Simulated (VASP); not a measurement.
# YN2 (P-3m1) in VASP: relaxation of cell and atoms with PBEsol

Aim: the relaxation of cell and atoms of YN2 with PBEsol.

Everything below comes from runs of VASP 6.6.1. Logs are shortened: lines on timing, memory, paths and dates and some standing lists are left out, and cuts for length are marked.

**1. The cell of the first run**

Symmetry: P-3m1, No. 164, trigonal system. Conventional cell: a = 3.484 Å, b = 3.484 Å, c = 5.620 Å, α = 90.00°, β = 90.00°, γ = 120.00°. Within 3.2 Å of Y (site symmetry -3m) lie 6 N at 2.46 Å. Within 3.2 Å of N (site symmetry 3m) lie 3 Y at 2.46 Å.

**2. Relaxation of cell and atoms, PBEsol**

Contents of INCAR:

```
SYSTEM = YN2
PREC = Accurate ; ENCUT = 600
EDIFF = 1E-6 ; ISMEAR = 0
SIGMA = 0.05 ; LREAL = .FALSE.
LASPH = .TRUE. ; NELM = 60
ALGO = Normal ; ISIF = 3
LWAVE = .FALSE. ; LCHARG = .FALSE.
GGA = PS ; IBRION = 2
NSW = 80 ; EDIFFG = -0.01
```

Contents of KPOINTS:

```
regular mesh
0
G
  10 10 6
  0 0 0
```

Contents of POSCAR:

```
YN2
1.0
    3.4838510806      0.0000000000      0.0000000000
   -1.7419255403      3.0171035388      0.0000000000
    0.0000000000      0.0000000000      5.6201748564
Y N
1 2
Direct
    0.0000000000      0.0000000000      0.0000000000
    0.3333333333      0.6666666667      0.2520000000
    0.6666666667      0.3333333333      0.7480000000
```

Potentials or basis: VASP PAW PBE potentials, release 64 (Y_sv, N).

Command:

```
$ cat potpaw_PBE.64/Y_sv/POTCAR potpaw_PBE.64/N/POTCAR > POTCAR
$ mpirun -np 1 vasp_std > vasp.out
```

OUTCAR:

```text
SYSTEM = YN2
   PREC = Accurate
   ENCUT = 600
   EDIFF = 1E-6
   ISMEAR = 0
   LREAL = .FALSE.
   LASPH = .TRUE.
   NELM = 60
   ISIF = 3
   GGA = PS
   IBRION = 2
   NSW = 80
   EDIFFG = -0.01

 ion  position               nearest neighbor table
   1  0.000  0.000  0.000-   2 2.46   3 2.46   2 2.46   3 2.46   3 2.46   2 2.46
   2  0.333  0.667  0.252-   1 2.46   1 2.46   1 2.46
   3  0.667  0.333  0.748-   1 2.46   1 2.46   1 2.46

  LATTYP: Found a hexagonal cell.
 ALAT       =     3.4838510806
 C/A-ratio  =     1.6132075472

  Lattice vectors:

 A1 = (   3.4838510806,   0.0000000000,   0.0000000000)
 A2 = (  -1.7419255403,   3.0171035388,   0.0000000000)
 A3 = (   0.0000000000,   0.0000000000,   5.6201748564)

Analysis of symmetry for initial positions (statically):
=====================================================================
 Subroutine PRICEL returns:
 Original cell was already a primitive cell.

 Routine SETGRP: Setting up the symmetry group for a
 hexagonal supercell.

 Subroutine GETGRP returns: Found 12 space group operations
 (whereof 12 operations were pure point group operations)
 out of a pool of 24 trial point group operations.

The static configuration has the point symmetry D_3d.

Analysis of symmetry for dynamics (positions and initial velocities):
=====================================================================
 Subroutine PRICEL returns:
 Original cell was already a primitive cell.

 Routine SETGRP: Setting up the symmetry group for a
 hexagonal supercell.

 Subroutine GETGRP returns: Found 12 space group operations
 (whereof 12 operations were pure point group operations)
 out of a pool of 24 trial point group operations.

The dynamic configuration has the point symmetry D_3d.

 Subroutine INISYM returns: Found 12 space group operations
 (whereof 12 operations are pure point group operations),
 and found     1 'primitive' translations

----------------------------------------------------------------------------------------

                                     Primitive cell

  volume of cell :      59.0744

  direct lattice vectors                    reciprocal lattice vectors
     3.483851081  0.000000000  0.000000000     0.287038676  0.165721857  0.000000000
    -1.741925540  3.017103539  0.000000000     0.000000000  0.331443713  0.000000000
     0.000000000  0.000000000  5.620174856     0.000000000  0.000000000  0.177930407

  length of vectors
     3.483851081  3.483851081  5.620174856     0.331443713  0.331443713  0.177930407

  position of ions in fractional coordinates (direct lattice)
     0.000000000  0.000000000  0.000000000
     0.333333333  0.666666667  0.252000000
     0.666666667  0.333333333  0.748000000

  ion indices of the primitive-cell ions
   primitive index   ion index
[... 68 lines left out ...]
   ICHARG =      2    charge: 1-file 2-atom 10-const
   ISPIN  =      1    spin polarized calculation?
   LNONCOLLINEAR =      F non collinear calculations
   LSORBIT =      F    spin-orbit coupling
   LASPH  =      T    aspherical Exc in radial PAW
   ENCUT  =  600.0 eV  44.10 Ry    6.64 a.u.   6.96  6.96 11.22*2*pi/ulx,y,z
   NELM   =     60;   NELMIN=  2; NELMDL= -5     # of ELM steps
   EDIFF  = 0.1E-05   stopping-criterion for ELM
   LREAL  =      F    real-space projection
   EDIFFG = -.1E-01   stopping-criterion for IOM
   NSW    =     80    number of steps for IOM
   IBRION =      2    ionic relax: 0-MD 1-quasi-New 2-CG
   NFREE  =      1    steps in history (QN), initial steepest desc. (CG)
   ISIF   =      3    stress and relaxation
   ISYM   =      2    0-nonsym 1-usesym 2-fastsym
   POTIM  = 0.5000    time-step for ionic-motion
   TEBEG  =    0.0;   TEEND  =   0.0 temperature during run
   PSTRESS=    0.0 pullay stress
   NELECT =      21.0000    total number of electrons
   NUPDOWN=      -1.0000    fix difference up-down
   EMIN   =  10.00;   EMAX   =-10.00  energy-range for DOS
   EFERMI =   0.00;   METHOD = LEGACY
   ISMEAR =     0;   SIGMA  =   0.05  broadening in eV -4-tet -1-fermi 0-gaus
   EFERMI_NEDOS =   21; number of points for ismear=-14 and -15
   IALGO  =     38    algorithm
   IMIX   =      4    mixing-type and parameters
     AMIX     =   0.40;   BMIX     =  1.00
     AMIX_MAG =   1.60;   BMIX_MAG =  1.00
  volume/ion in A,a.u.               =      19.69       132.88
  Fermi-wavevector in a.u.,A,eV,Ry     =   1.159706  2.191527 18.298733  1.344919
  Thomas-Fermi vector in A             =   2.296296
   LORBIT       =      0    0 simple, 1 ext, 2 COOP (PROOUT), +10 PAW based schemes
   GGA     = PS    functional components
   LHFCALC =     F    Hartree Fock is set to
   AEXX    =    0.0000 exact exchange contribution
   IVDW    =     0    specifies the selected vdW correction
   LEPSILON=     F    determine dielectric tensor
   LRPA    =     F    only Hartree local field effects (RPA)
 conjugate gradient relaxation of ions
 non-spin polarized calculation
 Gauss-broadening in eV      SIGMA  =   0.05
  energy-cutoff  :      600.00
  volume of cell :       59.07
 maximum number of plane-waves:      1993
   NGX = 13   NGY = 13   NGZ = 23

--------------------------------------- Ionic step        1  -------------------------------------------

 number of electron      20.9999999 magnetization

 Free energy of the ion-electron system (eV)
  ---------------------------------------------------
  ext. energy  EPLUGINS =         0.00000000
  ---------------------------------------------------
  free energy    TOTEN  =       -20.40828480 eV

  energy without entropy =      -20.40282724  energy(sigma->0) =      -20.40555602

 E-fermi :  -0.4446     XC(G=0):  -9.1115

 val. band max:       -0.4503641979   @ k =   0.2000   0.1000   0.1667
 cond. band min:      -0.4405931744   @ k =  -0.1000   0.4000   0.1667
 fundamental gap:      0.0097710235
 Fermi energy:        -0.4446227958
[... 920 lines left out ...]
      3     -19.4646      2.00000
      4     -19.3603      2.00000
      5     -11.1436      2.00000
      6     -10.3074      2.00000
      7      -1.8166      2.00000
      8      -0.2759      2.00000
      9      -0.2214      2.00000
     10       0.3099      2.00000
     11       0.4707      2.00000
     12       1.2112      0.00000
     13       5.3264      0.00000
     14       6.3763      0.00000

 [... further k-points ...]

[... ionic steps 4 to 39 ...]

--------------------------------------- Ionic step       40  -------------------------------------------

 number of electron      20.9999999 magnetization

------------------------ aborting loop because EDIFF is reached ----------------------------------------
[... 69 lines left out ...]
--------------------------------------- Ionic step       42  -------------------------------------------

 number of electron      20.9999999 magnetization

 Free energy of the ion-electron system (eV)
  ---------------------------------------------------
  ext. energy  EPLUGINS =         0.00000000
  ---------------------------------------------------
  free energy    TOTEN  =       -23.99754243 eV

  energy without entropy =      -23.99574194  energy(sigma->0) =      -23.99664218

 E-fermi :   6.3598     XC(G=0): -12.3498

 val. band max:        6.2998913868   @ k =   0.0000   0.2000   0.3333
 cond. band min:       6.3630798729   @ k =   0.2000   0.0000   0.5000
 fundamental gap:      0.0631884861
 Fermi energy:         6.3598267917
[... 438 lines left out ...]
  FREE ENERGIE OF THE ION-ELECTRON SYSTEM (eV)
  ---------------------------------------------------
  free  energy   TOTEN  =       -23.9975424282 eV

  energy  without entropy=      -23.9957419358  energy(sigma->0) =      -23.99664218

 reached required accuracy - stopping structural energy minimisation
```

OSZICAR:

```text
N       E                     dE             d eps       ncg     rms          rms(c)
DAV:   1     0.103139921708E+03    0.10314E+03   -0.11568E+04  2016   0.153E+03
DAV:   2    -0.140989493029E+02   -0.11724E+03   -0.11581E+03  2650   0.300E+02
[... 411 lines left out ...]
  41 F= -.23997527E+02 E0= -.23996618E+02  d E =0.356483E-05
       N       E                     dE             d eps       ncg     rms          rms(c)
DAV:   1    -0.239976024003E+02   -0.74956E-04   -0.23873E-03  2052   0.449E-01    0.830E-02
DAV:   2    -0.239975578755E+02    0.44525E-04   -0.14543E-04  2382   0.101E-01    0.376E-02
DAV:   3    -0.239975414352E+02    0.16440E-04   -0.51520E-05  2842   0.554E-02    0.229E-02
DAV:   4    -0.239975424282E+02   -0.99301E-06   -0.46252E-06  2798   0.149E-02
  42 F= -.23997542E+02 E0= -.23996642E+02  d E =-.115234E-04
```

Run time: 33 min. Hardware: 1 thread of Intel Xeon 8259CL, shared host; peak memory 0.31 GiB.

Results:

* Free energy: -23.9975 eV
* Relaxed volume: 10.94 Å³/atom
* Relaxed cell: a = 3.454 Å, b = 3.454 Å, c = 3.176 Å, α = 90.00°, β = 90.00°, γ = 120.00°
* Space group after relaxing (to 0.1 Å): P6/mmm (No. 191)
* Energy gained by relaxing: 1196.4 meV/atom
* Ionic steps: 42
* Pressure after relaxing: 0.0 GPa
* Band gap on the k mesh: zero (an odd number of electrons rules out a gap without spin polarisation)

The path:
| step | energy change (eV) | largest force (eV/Å) | pressure (GPa) | volume (Å³) |
| --- | --- | --- | --- | --- |
| 1 | 0.0000 | 2.4558 | -11.80 | 59.07 |
| 3 | -0.9173 | 0.2057 | 6.16 | 48.32 |
| 5 | -1.2921 | 0.2693 | -14.26 | 51.72 |
| 7 | -1.6161 | 0.1187 | -7.49 | 51.19 |
| 9 | -1.7340 | 0.6098 | -5.41 | 47.50 |
| 11 | -1.8118 | 0.9825 | 1.89 | 44.30 |
| 13 | -2.1303 | 0.5660 | 1.16 | 40.22 |
| 15 | -1.2274 | 1.4867 | 98.78 | 24.64 |
| 17 | -2.6896 | 2.1755 | 41.58 | 28.50 |
| 19 | -2.6631 | 2.0183 | 44.58 | 28.16 |
| 21 | -2.7275 | 1.6228 | 45.36 | 27.92 |
| 23 | -2.8109 | 0.9125 | 45.66 | 27.74 |
| 25 | -3.1922 | 0.6116 | 28.76 | 29.18 |
| 27 | -3.4752 | 0.0001 | -11.79 | 35.46 |
| 29 | -3.5616 | 0.0896 | -1.55 | 33.15 |
| 31 | -3.5836 | 0.0839 | -1.04 | 33.04 |
| 33 | -3.5876 | 0.0666 | -0.66 | 32.96 |
| 35 | -3.5879 | 0.0667 | -0.40 | 32.91 |
| 37 | -3.5884 | 0.0573 | 0.28 | 32.78 |
| 39 | -3.5892 | 0.0027 | 0.10 | 32.80 |
| 41 | -3.5892 | 0.0006 | -0.13 | 32.85 |
| 42 | -3.5893 | 0.0005 | 0.00 | 32.82 |

Final structure:
```
Y N
1.0
     3.45441    0.00000    0.00000
    -1.72721    2.99161    0.00000
     0.00000    0.00000    3.17624
Y N
1 2
Direct
  0.00000 0.00000 0.00000
  0.33333 0.66667 0.49996
  0.66667 0.33333 0.50004
```

Levels at points of the mesh, in eV from the Fermi level:
```
           k point  band 7  band 8  band 9  band 10  band 11  band 12  band 13  band 14
(0.00, 0.00, 0.00)   -5.62   -5.62   -3.37    -0.69     0.49     0.49     0.73     5.77
(0.50, 0.00, 0.00)   -5.67   -4.40   -3.74    -1.11     1.73     1.88     1.97     4.37
(0.00, 0.00, 0.50)   -7.05   -4.79   -4.79    -1.77    -1.77    -0.80     2.40     2.40
(0.50, 0.00, 0.50)   -6.77   -4.67   -3.73    -2.63     1.59     2.83     6.25     6.38
```

Caveat: the volume moved by over 15 % at a fixed basis, so the end points are rough; the PAW data sets were made with another functional, which shifts forces and pressure a little; an odd number of electrons without spin polarisation forces a metal; a magnetic or distorted state may lie lower.

The gap in the log of VASP goes by the Fermi energy; the results here count the filled bands.